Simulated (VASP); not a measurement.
Runs of VASP 6.6.1 on Te2Mo. The structure is that of space group P6_3/mmc (No. 194), or close to it. The cells are those of the table. 

```csv
cell,gap on the mesh (eV),pressure (GPa),largest force (eV/Å)
"a = 3.319, b = 3.319, c = 14.359 Å, angles 90.0, 90.0, 120.0°, 6 atoms",0.39,(d),0.42
"a = 3.669, b = 3.669, c = 14.709 Å, angles 90.0, 90.0, 120.0°, 6 atoms",0.72,-10.9,1.63
"a = 3.581, b = 3.581, c = 13.308 Å, angles 90.0, 90.0, 120.0°, 6 atoms",0.16,(b),0.83
"a = 3.319, b = 3.319, c = 13.308 Å, angles 90.0, 90.0, 120.0°, 6 atoms",(c),23.1,(a)
"a = 3.407, b = 3.407, c = 13.308 Å, angles 90.0, 90.0, 120.0°, 6 atoms",0.52,14.3,2.01
```

Alike in all rows: task single point; level PBEsol; potentials or basis VASP PAW PBE potentials, release 64 (Te, Mo_sv); no spin polarisation; k mesh 12 × 12 × 2; cutoff (eV) 520; smearing gaussian 0.05 eV.

Question: Estimate the missing entries.

Answer: (a) 2.76; (b) 1.7; (c) 0.49; (d) 8.6.

Caveats: the PAW data sets were made with another functional, which shifts forces and pressure a little; spin-orbit coupling is left out, which moves the levels of the heavy elements; this functional lacks dispersion, which binds the layers, so the pressure and a relaxed spacing across them are unreliable.

A k mesh can miss the band edges, and the runs leave out spin-orbit coupling on Mo, Te.
